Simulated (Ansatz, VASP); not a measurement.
## Two plane-wave programs on Si

```xyz
4
Lattice="3.8313 0.0000 0.0000 -1.9157 3.3180 0.0000 0.0000 0.0000 6.3326" Properties=species:S:1:pos:R:3 pbc="T T T"
Si    0.0000    2.2120    0.3990
Si    1.9157    1.1060    3.5653
Si    0.0000    2.2120    2.7673
Si    1.9157    1.1060    5.9336
```

Alike in both runs: task single point; functional r2SCAN; k mesh 6 × 6 × 4; occupations gaussian, width 0.1 eV; no spin polarisation.

|  | VASP | Ansatz |
| --- | --- | --- |
| version | VASP 6.6.1 | Ansatz 0.2.0 |
| potentials or method | VASP PAW PBE potentials, release 64 (Si), cutoff 520 eV | scalar-relativistic, plane waves, PAW |
| valence electrons in the cell | 16 | 16 |

```tsv
	VASP	Ansatz	Ansatz less VASP
gap on the k mesh at the Fermi level (eV)	0.61	0.60	-0.015
least direct gap on the mesh (eV)	1.37	1.36	-0.014
pressure (GPa)	0.0	0.2	+0.23
rms of the force components (eV/Å)	0.007	0.006	-0.0006
```

VASP's potentials were made for PBE, not for r2SCAN. Atom by atom the forces differ by 0.001 eV/Å (rms over components). With one functional, cell and mesh, what is left measures potentials, basis and numerics.
